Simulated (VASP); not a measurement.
Here is a VASP 6.6.1 calculation.

Contents of INCAR:

```
SYSTEM = BN
ALGO = Normal ; EDIFF = 1E-6
ENCUT = 520 ; GGA = PE
ISIF = 2 ; ISMEAR = 0
LASPH = .TRUE. ; LCHARG = .FALSE.
LREAL = .FALSE. ; LWAVE = .FALSE.
NBANDS = 11 ; NELM = 100
PREC = Accurate ; SIGMA = 0.01
```

Contents of KPOINTS:

```
k-points
0
G
  12 12 12
  0 0 0
```

File POSCAR:

```
BN
1.0
    0.0000000000      1.8048254656      1.8048254656
    1.8048254656      0.0000000000      1.8048254656
    1.8048254656      1.8048254656      0.0000000000
B N
1 1
Direct
    0.0000000000      0.0000000000      0.0000000000
    0.2500000000      0.2500000000      0.2500000000
```

Potentials or basis: VASP PAW PBE potentials, release 64 (B, N).

Command:

```console
$ cat potpaw_PBE.64/B/POTCAR potpaw_PBE.64/N/POTCAR > POTCAR
$ mpirun -np 1 vasp_std > vasp.out
```

Problem. Estimate the pressure.

Solution. 5.0 GPa.

Problem. Estimate the band gap on the k mesh.

Solution. 4.46 eV, indirect (least direct gap 8.84 eV).

A k mesh can miss the band edges.
